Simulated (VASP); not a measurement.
Wanted: the native input for a VASP 6.6.1 run.

```
Task                   : single point
Functional             : PBEsol
Potentials or basis    : VASP PAW PBE potentials, release 64 (Cu, Ni)
Cutoff                 : 520 eV
k mesh                 : 11 × 11 × 11
Occupations            : fermi-dirac, width 0.05 eV
Spin                   : collinear spin, ferromagnetic start
Starting moments       : [0.6, 1.0, 1.0, 1.0] μB
Dipole correction      : no
Further INCAR settings : ALGO = Fast; EDIFF = 1e-07; NBANDS = 32
```

The structure of CuNi3 lies in POSCAR:

```
CuNi3
1.0
   -1.7678427209      1.7678427209      3.4921539321
    1.7678427209     -1.7678427209      3.4921539321
    1.7678427209      1.7678427209     -3.4921539321
Cu Ni
1 3
Direct
    0.0000000000      0.0000000000      0.0000000000
    0.5000000000      0.5000000000      0.0000000000
    0.2500000000      0.7500000000      0.5000000000
    0.7500000000      0.2500000000      0.5000000000
```

The input as run:

INCAR

```
SYSTEM = CuNi3
PREC = Accurate
ENCUT = 520
EDIFF = 1E-7
ISMEAR = -1
SIGMA = 0.05
LREAL = .FALSE.
LASPH = .TRUE.
NELM = 150
ALGO = Fast
ISIF = 2
LWAVE = .FALSE.
LCHARG = .TRUE.
ISPIN = 2
MAGMOM = 0.6 1 1 1
LORBIT = 11
LMAXMIX = 4
GGA = PS
LELF = .TRUE.
LVHAR = .TRUE.
NBANDS = 32
```

KPOINTS

```
regular mesh
0
G
  11 11 11
  0 0 0
```

Potentials or basis: VASP PAW PBE potentials, release 64 (Cu, Ni).

The run is started by

```sh
$ cat potpaw_PBE.64/Cu/POTCAR potpaw_PBE.64/Ni/POTCAR > POTCAR
$ mpirun -np 1 vasp_std > vasp.out
```

It gave:

```json
{"Pressure": "-5.9 GPa", "Net moment": "1.51 μB per cell", "Site moments": "Cu +0.01; Ni +0.53, +0.50 (each value once) μB", "Valence electrons inside the program's atomic spheres": "Cu 10.09; Ni 9.31, 9.32 (each value once)"}
```

Caveat: the cell stands under tension; the PAW data sets were made with another functional, which shifts forces and pressure a little.

Run time: 3 min on 1 thread of Intel(R) Xeon(R) 6975P-C (Granite Rapids), on a shared host, peak memory 0.39 GiB.
